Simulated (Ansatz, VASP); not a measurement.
## One calculation of CoH4, two programs

```
Co H
1.0
     1.28073    0.73943    4.89002
    -1.28073    0.73943    4.89002
     0.00000   -1.47886    4.89002
Co H
1 4
Cartesian
  0.0000 0.0000 0.0000
  0.0000 0.0000 8.8397
  0.0000 0.0000 1.5265
  0.0000 0.0000 13.1436
  0.0000 0.0000 5.8304
```

Alike in both runs: functional PBE; k mesh 12 × 12 × 12; occupations gaussian, width 0.1 eV; no spin polarisation.

Ansatz relaxed the structure, and its values are those at the end. VASP's run is a single point on that final structure, the one shown.

|  | VASP | Ansatz |
| --- | --- | --- |
| version | VASP 6.6.1 | Ansatz 0.2.0 |
| potentials or method | VASP PAW PBE potentials, release 64 (Co, H), cutoff 520 eV | scalar-relativistic, plane waves, PAW |
| valence electrons in the cell | 13 | 21 |

|  | VASP | Ansatz | Ansatz less VASP |
| --- | --- | --- | --- |
| gap on the k mesh at the Fermi level (eV) | none | none | - |
| pressure (GPa) | -0.4 | 0.0 | +0.46 |
| rms of the force components (eV/Å) | 0.005 | 0.000 | -0.0052 |

A gap of «none» marks a metal or a gap that the smearing closes. VASP's potentials hold 13 valence electrons a cell and Ansatz's 21, so a difference there can come from the potentials and not from the codes.
